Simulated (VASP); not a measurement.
Ag, 1 atom in the cell. The structure is cubic, space group Fm-3m (No. 225). Conventional cell: a = 4.085 Å, b = 4.085 Å, c = 4.085 Å, α = 90.00°, β = 90.00°, γ = 90.00°. Ag (site symmetry m-3m) has 12 Ag at 2.89 Å within 3.8 Å. 

| Item | Value |
| --- | --- |
| Program | VASP 6.6.1 |
| Task | relaxation of cell and atoms |
| Functional | LDA |
| Potentials or basis | VASP PAW LDA potentials, release 64 (Ag) |
| Cutoff | 600 eV |
| k mesh | 9 × 9 × 9 |
| Occupations | methfessel-paxton, width 0.1 eV |
| Spin | no spin polarisation |
| Dipole correction | no |
| Further INCAR settings | ALGO = Normal; EDIFF = 1e-07; IBRION = 2; EDIFFG = -0.01; NSW = 60; ISIF = 3 |

Potentials or basis: VASP PAW LDA potentials, release 64 (Ag).

Launch:

```sh
$ cat potpaw_LDA.64/Ag/POTCAR > POTCAR
$ mpirun -np 1 vasp_std > vasp.out
```

Hardware: 1 thread of Intel(R) Xeon(R) 6975P-C (Granite Rapids), on a shared host.

Question: How long does it take, and how much memory?

Answer: Wall time 8.2 s on 1 thread of Intel(R) Xeon(R) 6975P-C (Granite Rapids), on a shared host, peak memory 0.14 GiB. Counts: scf iterations 26, k points 35, ion steps 3.
